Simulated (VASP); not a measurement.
## CsH: single point with r2SCAN

The system is CsH.

```
Cs H
1.0
     0.00000    3.18920    3.18920
     3.18920    0.00000    3.18920
     3.18920    3.18920    0.00000
Cs H
1 1
Direct
  0.00000 0.00000 0.00000
  0.50000 0.50000 0.50000
```

```
Program                : VASP 6.6.1
Task                   : single point
Functional             : r2SCAN
Potentials or basis    : VASP PAW PBE potentials, release 64 (Cs_sv, H)
Cutoff                 : 520 eV
k mesh                 : 6 × 6 × 6
Occupations            : gaussian, width 0.01 eV
Spin                   : no spin polarisation
Dipole correction      : no
Further INCAR settings : ALGO = Normal; EDIFF = 1e-07; NBANDS = 12
```

| Property | Result |
| --- | --- |
| Pressure | 0.0 GPa |
| Band gap on the k mesh | 2.66 eV, direct |

Levels at points of the mesh, in eV from the valence-band top:
```csv
k point,band 3,band 4,band 5,band 6,band 7,band 8
"(0.00, 0.00, 0.00)",-8.16,-8.16,-1.65,5.69,5.69,5.69
"(0.50, 0.00, 0.00)",-8.25,-8.25,0.00,2.66,5.25,5.25
"(0.50, 0.50, 0.00)",-8.43,-8.43,-1.15,3.50,6.07,8.63
```

Wall time 72 s on 1 thread of AMD EPYC 7R43 64-Core Processor (Zen 3), with other jobs on the host, peak memory 0.18 GiB.

Caveat: the PAW data sets were made with another functional, which shifts forces and pressure a little; spin-orbit coupling is left out, which moves the levels of the heavy elements. r2SCAN opens gaps a little over a GGA but as a rule still falls short of measured ones.
